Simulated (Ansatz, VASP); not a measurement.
## CuO: VASP beside Ansatz

```
Cu O
1.0
     2.34185   -1.71130    0.00000
     2.34185    1.71130    0.00000
    -0.85003    0.00000    5.05787
Cu O
2 2
Direct
  0.00000 0.50000 0.00000
  0.50000 0.00000 0.50000
  0.58160 0.41840 0.25000
  0.41840 0.58160 0.75000
```

Alike in both runs: task relaxation of cell and atoms; functional PBE; k mesh 6 × 6 × 4; occupations gaussian, width 0.1 eV; collinear spin.

|  | VASP | Ansatz |
| --- | --- | --- |
| version | VASP 6.6.1 | Ansatz 0.2.0 |
| potentials or method | VASP PAW PBE potentials, release 64 (Cu, O), cutoff 600 eV | scalar-relativistic, plane waves, PAW |
| valence electrons in the cell | 34 | 50 |

|  | VASP | Ansatz | Ansatz less VASP |
| --- | --- | --- | --- |
| gap on the k mesh at the Fermi level, each at its own relaxed structure (eV) | none | none | - |
| net moment per atom (μB) | 0.00 | 0.00 | 0.000 |
| relaxed volume (Å³/atom) | 11.17 | 11.17 | 0.000 |
| relaxed length of the cell vector where the two differ most in proportion (Å) | 5.174 | 5.160 | -0.0135 |

A gap of «none» marks a metal or a gap that the smearing closes. VASP's potentials hold 34 valence electrons a cell and Ansatz's 50, so a difference there can come from the potentials and not from the codes. Ansatz's warnings: seeded moment not kept.

The k mesh is coarse, so the values compare programs but aren't converged.
